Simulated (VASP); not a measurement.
LiSi8O16 (a cell with a defect), 25 atoms in the cell. The cell holds a defect, 25 atoms: a = 8.726 Å, b = 8.726 Å, c = 7.186 Å, α = 65.69°, β = 65.69°, γ = 48.63°. 

```yaml
Program: VASP 6.6.1
Task: single point
Functional: PBE
Potentials_or_basis: VASP PAW PBE potentials, release 64 (Si, O, Li_sv)
Cutoff: 520 eV
k_mesh: 1 × 1 × 1, shifted
Occupations: fermi-dirac, width 0.01 eV
Spin: no spin polarisation
Dipole_correction: no
Charge: 1
Further_INCAR_settings: LREAL = Auto; ALGO = Normal; EDIFF = 1e-07; NBANDS = 84; NELECT = 130.0
```

Potentials or basis: VASP PAW PBE potentials, release 64 (Si, O, Li_sv).

Run with:

```sh
$ cat potpaw_PBE.64/Si/POTCAR potpaw_PBE.64/O/POTCAR potpaw_PBE.64/Li_sv/POTCAR > POTCAR
$ mpirun -np 1 vasp_std > vasp.out
```

Hardware: 1 thread of Intel(R) Xeon(R) Platinum 8488C (Sapphire Rapids), with other jobs on the host.

How long does it take, and how much memory?

Run time: 8 min on 1 thread of Intel(R) Xeon(R) Platinum 8488C (Sapphire Rapids), on a shared host, peak memory 0.57 GiB. Counts: scf iterations 16, k points 4.
